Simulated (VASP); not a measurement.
# ZnCd2Te2 in VASP: relaxation of the atoms with PBE

Aim: the relaxation of the atoms of ZnCd2Te2 with PBE.

Everything below comes from runs of VASP 6.6.1. Logs are shortened: lines on timing, memory, paths and dates and some standing lists are left out, and cuts for length are marked.

## 1. The cell of the first run

The cell holds a slab with vacuum, 5 atoms: a = 4.679 Å, b = 4.679 Å, c = 20.081 Å, α = 90.00°, β = 90.00°, γ = 120.00°.

## 2. Relaxation of the atoms, PBE

File INCAR:

```
ALGO     = Normal         # electronic algorithm
DIPOL    = 0.5 0.5 0.339
EDIFF    = 1E-6           # SCF threshold, eV
EDIFFG   = -0.025         # ionic threshold
ENCUT    = 520            # plane-wave cutoff, eV
GGA      = PE             # functional
IBRION   = 2              # ionic algorithm
IDIPOL   = 3            
ISIF     = 2              # what is computed and relaxed
ISMEAR   = 0              # smearing method
LASPH    = True           # aspherical terms in the spheres
LCHARG   = False          # write CHGCAR
LDIPOL   = True         
LREAL    = False          # projectors in reciprocal space
LWAVE    = False          # write WAVECAR
NELM     = 100            # most SCF steps
NSW      = 36             # ionic steps
PREC     = Accurate       # precision mode
SIGMA    = 0.05           # smearing width, eV
```

File KPOINTS:

```
k-points
0
Gamma
  6 6 1
```

File POSCAR:

```
ZnCd2Te2
1.0
    4.6794578583      0.0000000000      0.0000000000
   -2.3397289292      4.0525293813      0.0000000000
    0.0000000000      0.0000000000     20.0807280860
Te Cd Zn
2 2 1
Selective dynamics
Direct
    0.0000000000      0.0000000000      0.1991959646  F F F
    0.3333333333      0.6666666667      0.4037116126  F F F
    0.3333333333      0.6666666667      0.2467634796  F F F
    0.6666666667      0.3333333333      0.4273116019  F F F
    1.0000000000      1.0000000000      0.4193437633  F F T
```

Potentials or basis: VASP PAW PBE potentials, release 64 (Te, Cd, Zn).

Command:

```sh
$ cat potpaw_PBE.64/Te/POTCAR potpaw_PBE.64/Cd/POTCAR potpaw_PBE.64/Zn/POTCAR > POTCAR
$ mpirun -np 1 vasp_std > vasp.out
```

OUTCAR:

```text
EDIFF = 1E-6
   EDIFFG = -0.025
   ENCUT = 520
   GGA = PE
   IBRION = 2
   ISIF = 2
   ISMEAR = 0
   LASPH = True
   LREAL = False
   NELM = 100
   NSW = 36
   PREC = Accurate

 ion  position               nearest neighbor table
   1  0.000  0.000  0.199-   3 2.87   3 2.87   3 2.87
   2  0.333  0.667  0.404-   5 2.72   5 2.72   5 2.72   4 2.74   4 2.74   4 2.74   3 3.15
   3  0.333  0.667  0.247-   1 2.87   1 2.87   1 2.87   2 3.15
   4  0.667  0.333  0.427-   5 2.71   5 2.71   5 2.71   2 2.74   2 2.74   2 2.74
   5  0.000  0.000  0.419-   4 2.71   4 2.71   4 2.71   2 2.72   2 2.72   2 2.72

  LATTYP: Found a hexagonal cell.
 ALAT       =     4.6794578583
 C/A-ratio  =     4.2912509727

  Lattice vectors:

 A1 = (   4.6794578583,   0.0000000000,   0.0000000000)
 A2 = (  -2.3397289292,   4.0525293813,   0.0000000000)
 A3 = (   0.0000000000,   0.0000000000,  20.0807280860)

Analysis of symmetry for initial positions (statically):
=====================================================================
 Subroutine PRICEL returns:
 Original cell was already a primitive cell.

 Routine SETGRP: Setting up the symmetry group for a
 hexagonal supercell.

 Subroutine GETGRP returns: Found  6 space group operations
 (whereof  6 operations were pure point group operations)
 out of a pool of 24 trial point group operations.

The static configuration has the point symmetry C_3v.

Analysis of symmetry for dynamics (positions and initial velocities):
=====================================================================
 Subroutine PRICEL returns:
 Original cell was already a primitive cell.

 Routine SETGRP: Setting up the symmetry group for a
 hexagonal supercell.

 Subroutine GETGRP returns: Found  6 space group operations
 (whereof  6 operations were pure point group operations)
 out of a pool of 24 trial point group operations.

The dynamic configuration has the point symmetry C_3v.

Analysis of constrained symmetry for selective dynamics:
=====================================================================
 Subroutine PRICEL returns:
 Original cell was already a primitive cell.

 Routine SETGRP: Setting up the symmetry group for a
 hexagonal supercell.

 Subroutine GETGRP returns: Found  6 space group operations
 (whereof  6 operations were pure point group operations)
 out of a pool of 24 trial point group operations.

The constrained configuration has the point symmetry C_3v.

 Subroutine INISYM returns: Found  6 space group operations
 (whereof  6 operations are pure point group operations),
 and found     1 'primitive' translations

----------------------------------------------------------------------------------------

                                     Primitive cell

  volume of cell :     380.8037

  direct lattice vectors                    reciprocal lattice vectors
     4.679457858  0.000000000  0.000000000     0.213699969  0.123379735  0.000000000
    -2.339728929  4.052529381  0.000000000     0.000000000  0.246759469  0.000000000
     0.000000000  0.000000000 20.080728086     0.000000000  0.000000000  0.049798991

  length of vectors
     4.679457858  4.679457858 20.080728086     0.246759469  0.246759469  0.049798991

  position of ions in fractional coordinates (direct lattice)
     0.000000000  0.000000000  0.199195965
     0.333333333  0.666666667  0.403711613
     0.333333333  0.666666667  0.246763480
     0.666666667  0.333333333  0.427311602
     0.000000000  0.000000000  0.419343763

  ion indices of the primitive-cell ions
   primitive index   ion index
                 1           1
                 2           2
                 3           3
                 4           4
                 5           5

----------------------------------------------------------------------------------------

 KPOINTS: k-points

Automatic generation of k-mesh.
 Grid dimensions read from file:
 generate k-points for:    6    6    1

 Generating k-lattice:

  Cartesian coordinates                     Fractional coordinates (reciprocal lattice)
     0.035616662  0.020563289  0.000000000     0.166666667  0.000000000  0.000000000
     0.000000000  0.041126578  0.000000000     0.000000000  0.166666667  0.000000000
     0.000000000  0.000000000  0.049798991     0.000000000  0.000000000  1.000000000

  Length of vectors
     0.041126578  0.041126578  0.049798991

  Shift w.r.t. Gamma in fractional coordinates (k-lattice)
     0.000000000  0.000000000  0.000000000

 Subroutine IBZKPT returns following result:
 ===========================================

 Found      7 irreducible k-points:

 Following reciprocal coordinates:
            Coordinates               Weight
  0.000000  0.000000  0.000000      1.000000
  0.166667  0.000000  0.000000      6.000000
  0.333333  0.000000  0.000000      6.000000
  0.500000  0.000000  0.000000      3.000000
  0.166667  0.166667  0.000000      6.000000
  0.333333  0.166667  0.000000     12.000000
  0.333333  0.333333  0.000000      2.000000
   k-points           NKPTS =      7   k-points in BZ     NKDIM =      7   number of bands    NBANDS=     28
   number of dos      NEDOS =    301   number of ions     NIONS =      5
   total plane-waves  NPLWV = 194400
   dimension x,y,z NGX =    36 NGY =   36 NGZ =  150
   dimension x,y,z NGXF=    72 NGYF=   72 NGZF=  300
   ions per type =               2   2   1
   NGX,Y,Z   is equivalent  to a cutoff of  12.79, 12.79, 12.42 a.u.
   NGXF,Y,Z  is equivalent  to a cutoff of  25.58, 25.58, 24.84 a.u.
 SYSTEM =  unknown system
   PREC   = accura    normal or accurate (medium, high low for compatibility)
   ISTART =      0    job   : 0-new  1-cont  2-samecut
   ICHARG =      2    charge: 1-file 2-atom 10-const
   ISPIN  =      1    spin polarized calculation?
   LNONCOLLINEAR =      F non collinear calculations
   LSORBIT =      F    spin-orbit coupling
   LASPH  =      T    aspherical Exc in radial PAW
   ENCUT  =  520.0 eV  38.22 Ry    6.18 a.u.   8.70  8.70 37.34*2*pi/ulx,y,z
   NELM   =    100;   NELMIN=  2; NELMDL= -5     # of ELM steps
   EDIFF  = 0.1E-05   stopping-criterion for ELM
   LREAL  =      F    real-space projection
   EDIFFG = -.3E-01   stopping-criterion for IOM
   NSW    =     36    number of steps for IOM
   IBRION =      2    ionic relax: 0-MD 1-quasi-New 2-CG
   NFREE  =      1    steps in history (QN), initial steepest desc. (CG)
   ISIF   =      2    stress and relaxation
   ISYM   =      2    0-nonsym 1-usesym 2-fastsym
   POTIM  = 0.5000    time-step for ionic-motion
   TEBEG  =    0.0;   TEEND  =   0.0 temperature during run
   PSTRESS=    0.0 pullay stress
   NELECT =      48.0000    total number of electrons
   NUPDOWN=      -1.0000    fix difference up-down
   EMIN   =  10.00;   EMAX   =-10.00  energy-range for DOS
   EFERMI =   0.00;   METHOD = LEGACY
   ISMEAR =     0;   SIGMA  =   0.05  broadening in eV -4-tet -1-fermi 0-gaus
   EFERMI_NEDOS =   21; number of points for ismear=-14 and -15
   IALGO  =     38    algorithm
   IMIX   =      4    mixing-type and parameters
     AMIX     =   0.40;   BMIX     =  1.00
     AMIX_MAG =   1.60;   BMIX_MAG =  1.00
  volume/ion in A,a.u.               =      76.16       513.96
  Fermi-wavevector in a.u.,A,eV,Ry     =   0.820833  1.551150  9.167156  0.673767
  Thomas-Fermi vector in A             =   1.931885
   LORBIT       =      0    0 simple, 1 ext, 2 COOP (PROOUT), +10 PAW based schemes
   GGA     = PE    functional components
   LHFCALC =     F    Hartree Fock is set to
   AEXX    =    0.0000 exact exchange contribution
   IVDW    =     0    specifies the selected vdW correction
   LEPSILON=     F    determine dielectric tensor
   LRPA    =     F    only Hartree local field effects (RPA)
 conjugate gradient relaxation of ions
 non-spin polarized calculation
 Gauss-broadening in eV      SIGMA  =   0.05
  energy-cutoff  :      520.00
  volume of cell :      380.80
 maximum number of plane-waves:     10277
 NGX is ok and might be reduce to    36
   NGX = 17   NGY = 17   NGZ = 75

--------------------------------------- Ionic step        1  -------------------------------------------

 number of electron      47.9999994 magnetization

 Free energy of the ion-electron system (eV)
  ---------------------------------------------------
  ext. energy  EPLUGINS =         0.00000000
  ---------------------------------------------------
  free energy    TOTEN  =        -7.49023688 eV

  energy without entropy =       -7.48528459  energy(sigma->0) =       -7.48776074

------------------------ aborting loop because EDIFF is reached ----------------------------------------

  FORCE on cell =-STRESS in cart. coord.  units (eV):
  Direction    XX          YY          ZZ          XY          YZ          ZX
  --------------------------------------------------------------------------------------
  -------------------------------------------------------------------------------------
  Total       11.3082512     11.3082512     -0.2963698     -0.0000000      0.0000000      0.0000000
  in kB       47.5778554     47.5778554     -1.2469338     -0.0000000      0.0000000      0.0000000
  external PRESSURE =      31.3029257 kB  Pullay stress =       0.0000000 kB
[... 98 lines left out ...]
  FREE ENERGIE OF THE ION-ELECTRON SYSTEM (eV)
  ---------------------------------------------------
  free  energy   TOTEN  =        -7.5069634715 eV

  energy  without entropy=       -7.5015124696  energy(sigma->0) =       -7.50423797

 dipolmoment           0.000000      0.000000      0.006182 electrons x Angstroem

[... ionic steps 4 to 9 ...]

--------------------------------------- Ionic step       10  -------------------------------------------

 number of electron      48.0000001 magnetization

------------------------ aborting loop because EDIFF is reached ----------------------------------------

  FORCE on cell =-STRESS in cart. coord.  units (eV):
  Direction    XX          YY          ZZ          XY          YZ          ZX
  --------------------------------------------------------------------------------------
  -------------------------------------------------------------------------------------
  Total        5.6115703      5.6115703      2.5657948     -0.0000000      0.0000000      0.0000000
  in kB       23.6098824     23.6098824     10.7952161     -0.0000000      0.0000000      0.0000000
  external PRESSURE =      19.3383269 kB  Pullay stress =       0.0000000 kB
[... 63 lines left out ...]
  energy  without entropy=       -8.5001836893  energy(sigma->0) =       -8.50173344

--------------------------------------- Ionic step       12  -------------------------------------------

 number of electron      47.9999987 magnetization

 dipolmoment           0.000000      0.000000     -0.072391 electrons x Angstroem

 Free energy of the ion-electron system (eV)
  ---------------------------------------------------
  ext. energy  EPLUGINS =         0.00000000
  ---------------------------------------------------
  free energy    TOTEN  =        -8.51295930 eV

  energy without entropy =       -8.50928427  energy(sigma->0) =       -8.51112178

 E-fermi :  -0.4252     XC(G=0):  -4.0528

 val. band max:       -0.7559663258   @ k =   0.1667   0.1667   0.0000
 cond. band min:      -0.3874631817   @ k =   0.3333   0.3333   0.0000
 fundamental gap:      0.3685031440
 Fermi energy:        -0.4252317732

 k-point     1 :       0.0000    0.0000    0.0000
  band No.  band energies     occupation
      1     -13.7271      2.00000
      2     -12.7599      2.00000
      3     -10.4104      2.00000
      4     -10.4104      2.00000
      5     -10.2693      2.00000
      6     -10.2693      2.00000
[... 206 lines left out ...]
     27       1.8527      0.00000
     28       2.7274      0.00000

------------------------ aborting loop because EDIFF is reached ----------------------------------------

 vacuum level on the upper side and lower side of the slab       (xc-potential included)        -0.470         0.328

  FORCE on cell =-STRESS in cart. coord.  units (eV):
  Direction    XX          YY          ZZ          XY          YZ          ZX
  --------------------------------------------------------------------------------------
  -------------------------------------------------------------------------------------
  Total        5.9434600      5.9434600      1.0274464     -0.0000000      0.0000000     -0.0000000
  in kB       25.0062611     25.0062611      4.3228342     -0.0000000      0.0000000     -0.0000000
  external PRESSURE =      18.1117855 kB  Pullay stress =       0.0000000 kB

 VOLUME and BASIS-vectors are now :
 -----------------------------------------------------------------------------
  energy-cutoff  :      520.00
  volume of cell :      380.80
      direct lattice vectors                 reciprocal lattice vectors
     4.679457858  0.000000000  0.000000000     0.213699969  0.123379735  0.000000000
    -2.339728929  4.052529381  0.000000000     0.000000000  0.246759469  0.000000000
     0.000000000  0.000000000 20.080728086     0.000000000  0.000000000  0.049798991
[... 11 lines left out ...]
  FREE ENERGIE OF THE ION-ELECTRON SYSTEM (eV)
  ---------------------------------------------------
  free  energy   TOTEN  =        -8.5129592972 eV

  energy  without entropy=       -8.5092842653  energy(sigma->0) =       -8.51112178

 reached required accuracy - stopping structural energy minimisation

 vacuum level on the upper side and lower side of the slab         2.482         3.290
```

It took 33 min on 1 thread of Intel Xeon 8259CL, shared host; peak memory 0.54 GiB.

Results:

- Free energy: -8.5130 eV
- Band gap on the k mesh: zero (bands 24 and 25 overlap by 0.69 eV)

Final structure:
```
CELL_PARAMETERS angstrom
4.67946 0.00000 0.00000
-2.33973 4.05253 0.00000
0.00000 0.00000 20.08073
ATOMIC_POSITIONS crystal
Te 0.00000 0.00000 0.19920
Te 0.33333 0.66667 0.40371
Cd 0.33333 0.66667 0.24676
Cd 0.66667 0.33333 0.42731
Zn 0.00000 0.00000 0.34092
```

Caveat: spin-orbit coupling is left out, which moves the levels of the heavy elements.

The gap in the log of VASP goes by the Fermi energy; the results here count the filled bands.